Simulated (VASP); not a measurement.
Set up this calculation in VASP 6.6.1, as the native input.

```yaml
Task: single point
Functional: PBE
Potentials_or_basis: VASP PAW PBE potentials, release 64 (Al, Ru_pv, C, N)
Cutoff: 520 eV
k_mesh: 6 × 6 × 6
Occupations: gaussian, width 0.02 eV
Spin: collinear spin, ferromagnetic start
Starting_moments: "[0.0, 1.02, 0.0, 0.0, 0.0, 0.0, 0.0, 0.0, 0.0, 0.0] μB"
Dipole_correction: no
Further_INCAR_settings: ALGO = Normal; EDIFF = 1e-06; NBANDS = 42
```

The structure of AlRuC4N4 lies in POSCAR:

```
AlRuC4N4
1.0
    5.7678517417      0.0000000000      0.0000000000
    0.0000000000      5.7678517417      0.0000000000
    0.0000000000      0.0000000000      5.7678517417
Al Ru C N
1 1 4 4
Direct
    0.5000000000      0.5000000000      0.5000000000
    0.0000000000      0.0000000000      0.0000000000
    0.1973924778      0.1973924778      0.1973924778
    0.1973924778      0.8026075222      0.8026075222
    0.8026075222      0.1973924778      0.8026075222
    0.8026075222      0.8026075222      0.1973924778
    0.3158470922      0.3158470922      0.3158470922
    0.3158470922      0.6841529078      0.6841529078
    0.6841529078      0.3158470922      0.6841529078
    0.6841529078      0.6841529078      0.3158470922
```

The input as run:

INCAR

```
SYSTEM = AlRuC4N4
ALGO = Normal
EDIFF = 1E-6
ENCUT = 520
GGA = PE
ISIF = 2
ISMEAR = 0
ISPIN = 2
LASPH = .True.
LCHARG = .False.
LMAXMIX = 4
LORBIT = 11
LREAL = .False.
LWAVE = .False.
MAGMOM = 0 1.02 0 0 0 0 0 0 0 0
NBANDS = 42
NELM = 150
PREC = Accurate
SIGMA = 0.02
```

KPOINTS

```
k-points
0
Gamma
  6 6 6
  0 0 0
```

Potentials or basis: VASP PAW PBE potentials, release 64 (Al, Ru_pv, C, N).

Command:

```bash
$ cat potpaw_PBE.64/Al/POTCAR potpaw_PBE.64/Ru_pv/POTCAR potpaw_PBE.64/C/POTCAR potpaw_PBE.64/N/POTCAR > POTCAR
$ mpirun -np 1 vasp_std > vasp.out
```

It gave:

* Pressure: 0.2 GPa
* Largest force: 0.325 eV/Å
* Band gap on the k mesh: 0.33 eV (least direct gap 0.63 eV)
* Net moment: 3.00 μB per cell
* Site moments: Al +0.00; Ru +1.37; C +0.04; N +0.10 μB
* Valence electrons inside the program's atomic spheres: Al 0.76; Ru 12.76; C 2.54; N 3.96

Caveat: semilocal functionals underestimate gaps, and a narrow one can read as zero.

Run time: 4.5 min on 1 thread of Intel(R) Xeon(R) Platinum 8488C (Sapphire Rapids) (shared host), peak memory 0.54 GiB.
